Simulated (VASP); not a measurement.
Wanted: the native input for a VASP 6.6.1 run.

```yaml
Task: single point
Functional: PBE
Potentials_or_basis: VASP PAW PBE potentials, release 64 (Nb_sv)
Cutoff: 520 eV
k_mesh: 10 × 10 × 10
Occupations: fermi-dirac, width 0.1 eV
Spin: no spin polarisation
Dipole_correction: no
Further_INCAR_settings: ALGO = Normal; EDIFF = 1e-07; NBANDS = 20
```

The structure of Nb lies in POSCAR:

```
Nb
1.0
    0.0000000000      3.0719026783      3.0719026783
    3.0719026783      0.0000000000      3.0719026783
    3.0719026783      3.0719026783      0.0000000000
Nb
2
Direct
    0.1250000000      0.1250000000      0.1250000000
    0.8750000000      0.8750000000      0.8750000000
```

This cell differs from its parent crystal: volume scaled by 1.12.

One way to write it, as run:

INCAR

```
SYSTEM = Nb
PREC = Accurate ; ENCUT = 520
EDIFF = 1E-7 ; ISMEAR = -1
SIGMA = 0.1 ; LREAL = .FALSE.
LASPH = .TRUE. ; NELM = 100
ALGO = Normal ; ISIF = 2
LWAVE = .FALSE. ; LCHARG = .FALSE.
GGA = PE ; NBANDS = 20
```

KPOINTS

```
Automatic mesh
0
G
  10 10 10
  0 0 0
```

Potentials or basis: VASP PAW PBE potentials, release 64 (Nb_sv).

Run with:

```bash
$ cat potpaw_PBE.64/Nb_sv/POTCAR > POTCAR
$ mpirun -np 1 vasp_std > vasp.out
```

Results of the run:

```
Pressure               : -5.9 GPa
Band gap on the k mesh : zero (band 13 reaches 5.95 eV, above the bottom of band 14 at 4.96 eV)
```

It took 18 s on 1 thread of Intel(R) Xeon(R) 6975P-C (Granite Rapids) (shared host), peak memory 0.19 GiB.
